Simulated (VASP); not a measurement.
GaIr2:

```
Ga Ir
1.0
     0.00000    3.55137    3.55137
     3.55137    0.00000    3.55137
     3.55137    3.55137    0.00000
Ga Ir
2 4
Direct
  0.00000 0.00000 0.00000
  0.25000 0.25000 0.25000
  0.62500 0.62500 0.62500
  0.12500 0.62500 0.62500
  0.62500 0.62500 0.12500
  0.62500 0.12500 0.62500
```

| Quantity | Value |
| --- | --- |
| Program | VASP 6.6.1 |
| Task | relaxation of cell and atoms |
| Functional | PBE |
| Potentials or basis | VASP PAW PBE potentials, release 64 (Ga_d, Ir) |
| Cutoff | 600 eV |
| k mesh | 4 × 4 × 4 |
| Occupations | gaussian, width 0.1 eV |
| Spin | no spin polarisation |

At the start: pressure 27.8 GPa; volume 14.93 Å³/atom.

Task: Where does the relaxation end?

Result: Over 4 steps the energy falls by 132.8 meV/atom and the volume is 16.68 Å³/atom (+11.7 %); space group Fd-3m (No. 227, to 0.05 Å).

Step by step:
```
step  energy change (eV)  largest force (eV/Å)  pressure (GPa)  volume (Å³)
   1              0.0000                0.0000           27.79        89.58
   2              1.9295                0.0000          -24.60       127.53
   3             -0.7906                0.0000           -1.90       100.95
   4             -0.7968                0.0000           -0.38       100.10
```

Final structure:
```yaml
crystal:
  lattice:
    - [0.00000, 3.68532, 3.68532]
    - [3.68532, 0.00000, 3.68532]
    - [3.68532, 3.68532, 0.00000]
  atoms:
    - { symbol: Ga, position: [0.00000, 0.00000, 0.00000] }
    - { symbol: Ga, position: [0.25000, 0.25000, 0.25000] }
    - { symbol: Ir, position: [0.62500, 0.62500, 0.62500] }
    - { symbol: Ir, position: [0.12500, 0.62500, 0.62500] }
    - { symbol: Ir, position: [0.62500, 0.62500, 0.12500] }
    - { symbol: Ir, position: [0.62500, 0.12500, 0.62500] }
```

Caveat: the k points lie up to 0.37 Å⁻¹ apart in the final cell.
